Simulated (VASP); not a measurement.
A run of VASP 6.6.1:

INCAR

```
PREC = Accurate
ENCUT = 520
EDIFF = 1E-6
ISMEAR = -1
SIGMA = 0.1
LREAL = F
LASPH = T
NELM = 100
ALGO = Normal
ISIF = 2
LWAVE = F
LCHARG = T
GGA = B5
ALDAX = 1.0
AGGAX = 1.0
AGGAC = 1.0
ALDAC = 0.0
LELF = T
LVHAR = T
NBANDS = 11
```

Contents of KPOINTS:

```
Automatic mesh
0
Gamma
  15 15 15
```

Contents of POSCAR:

```
Pd
1.0
   -1.6038113644      1.6038113644      1.6038113644
    1.6038113644     -1.6038113644      1.6038113644
    1.6038113644      1.6038113644     -1.6038113644
Pd
1
Direct
    0.0000000000      0.0000000000      0.0000000000
```

Potentials or basis: VASP PAW PBE potentials, release 64 (Pd).

Launch:

```bash
$ cat potpaw_PBE.64/Pd/POTCAR > POTCAR
$ mpirun -np 1 vasp_std > vasp.out
```

Hardware: 1 thread of Intel(R) Xeon(R) Platinum 8488C (Sapphire Rapids), on a shared host.

Question: Estimate the wall time of this run.

Answer: It took 12 s on 1 thread of Intel(R) Xeon(R) Platinum 8488C (Sapphire Rapids) (shared host), peak memory 0.15 GiB. Counts: scf iterations 11, k points 120.
